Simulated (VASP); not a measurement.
Set up this calculation in VASP 6.6.1, as the native input.

* Task: single point
* Functional: r2SCAN
* Dispersion: D4
* Potentials or basis: VASP PAW PBE potentials, release 64 (B, P)
* Cutoff: 520 eV
* k mesh: 8 × 8 × 8
* Occupations: gaussian, width 0.01 eV
* Spin: no spin polarisation
* Dipole correction: no
* Further INCAR settings: ALGO = Normal; EDIFF = 1e-07; NBANDS = 11

Crystal: BP.

```
B P
1.0
     3.19658    0.00000    0.00000
     1.59829    2.76832    0.00000
     1.59829    0.92277    2.61000
B P
1 1
Direct
  0.00000 0.00000 0.00000
  0.25000 0.25000 0.25000
```

The input as run:

POSCAR

```
BP
1.0
    3.1965830422      0.0000000000      0.0000000000
    1.5982915211      2.7683221198      0.0000000000
    1.5982915211      0.9227740399      2.6099991246
B P
1 1
Direct
    0.0000000000      0.0000000000      0.0000000000
    0.2500000000      0.2500000000      0.2500000000
```

INCAR.step1

```
SYSTEM = BP
PREC     = Accurate       ! precision mode
ENCUT    = 520            ! plane-wave cutoff, eV
ISMEAR   = 0              ! smearing method
SIGMA    = 0.01           ! smearing width, eV
LREAL    = .False.        ! projectors in reciprocal space
LASPH    = .True.         ! aspherical terms in the spheres
NELM     = 100            ! most SCF steps
NBANDS   = 11             ! bands
GGA      = PE             ! functional
ALGO     = Normal         ! electronic algorithm
EDIFF    = 1E-4           ! SCF threshold, eV
LWAVE    = .True.         ! write WAVECAR
LCHARG   = .False.        ! write CHGCAR
```

INCAR.step2

```
SYSTEM = BP
PREC     = Accurate       ! precision mode
ENCUT    = 520            ! plane-wave cutoff, eV
EDIFF    = 1E-7           ! SCF threshold, eV
ISMEAR   = 0              ! smearing method
SIGMA    = 0.01           ! smearing width, eV
LREAL    = .False.        ! projectors in reciprocal space
LASPH    = .True.         ! aspherical terms in the spheres
NELM     = 100            ! most SCF steps
ALGO     = Normal         ! electronic algorithm
ISIF     = 2              ! what is computed and relaxed
LWAVE    = .False.        ! write WAVECAR
LCHARG   = .False.        ! write CHGCAR
METAGGA  = R2SCAN         ! meta-GGA
LMIXTAU  = .True.       
IVDW     = 13             ! dispersion correction
VDW_S6   = 1.0          
VDW_S8   = 0.6018749    
VDW_A1   = 0.51559235   
VDW_A2   = 5.77342911   
NBANDS   = 11             ! bands
ISTART   = 1
```

KPOINTS

```
Automatic mesh
0
Gamma
  8 8 8
  0 0 0
```

Potentials or basis: VASP PAW PBE potentials, release 64 (B, P).

The run is started by

```sh
$ cat potpaw_PBE.64/B/POTCAR potpaw_PBE.64/P/POTCAR > POTCAR
$ cp INCAR.step1 INCAR
$ mpirun -np 1 vasp_std > vasp.out
$ cp INCAR.step2 INCAR
$ mpirun -np 1 vasp_std > vasp.out
```

Results of the run:

- Pressure: -0.5 GPa
- Band gap on the k mesh: 1.46 eV, indirect (least direct gap 3.66 eV)
- Dispersion energy per atom: -0.135 eV

Caveat: the PAW data sets were made with another functional, which shifts forces and pressure a little.

It took 17 s on 1 thread of Intel Xeon 6975P-C (shared host), peak memory 0.14 GiB.
